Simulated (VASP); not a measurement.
Input of a VASP 6.6.1 run:

Contents of INCAR:

```
SYSTEM = Ti4C
  PREC = Accurate
  ENCUT = 520
  EDIFF = 1E-6
  ISMEAR = 0
  SIGMA = 0.1
  LREAL = .False.
  LASPH = .True.
  NELM = 60
  ALGO = Fast
  ISIF = 2
  LWAVE = .False.
  LCHARG = .False.
  LDIPOL = .True.
  IDIPOL = 3
  DIPOL = 0.5 0.5 0.355
  GGA = PS
  IBRION = 2
  NSW = 36
  EDIFFG = -0.025
```

Contents of KPOINTS:

```
regular mesh
0
Gamma
  8 8 1
  0 0 0
```

File POSCAR:

```
Ti4C
1.0
    3.2102321090      0.0000000000      0.0000000000
    0.0000000000      3.2102321090      0.0000000000
    0.0000000000      0.0000000000     20.1069940753
Ti C
4 1
Selective dynamics
Direct
    0.5000000000      0.5000000000      0.1989357527  F F F
    0.0000000000      0.0000000000      0.2787644953  F F F
    0.5000000000      0.5000000000      0.3538359372  F F F
    0.0000000000      0.0000000000      0.4280597111  F F F
    0.1250000000      0.1250000000      0.5175807998  F F T
```

Potentials or basis: VASP PAW PBE potentials, release 64 (Ti_sv, C).

Command:

```sh
$ cat potpaw_PBE.64/Ti_sv/POTCAR potpaw_PBE.64/C/POTCAR > POTCAR
$ mpirun -np 1 vasp_std > vasp.out
```

Question: What does it give for the energy gained by relaxing?

Answer: 5.0 meV/atom.

Question: Estimate the band gap on the k mesh.

Answer: Zero (bands 26 and 27 overlap by 0.68 eV).

The path:
```
step  energy change (eV)  largest force on free atoms (eV/Å)  pressure (GPa)
   1              0.0000                              0.7124           -1.83
   2             -0.0194                              0.3547           -1.55
   3             -0.0241                              0.1361           -1.40
   4             -0.0204                              0.3473           -1.07
   5             -0.0248                              0.0090           -1.31
```

Caveat: the PAW data sets were made with another functional, which shifts forces and pressure a little.
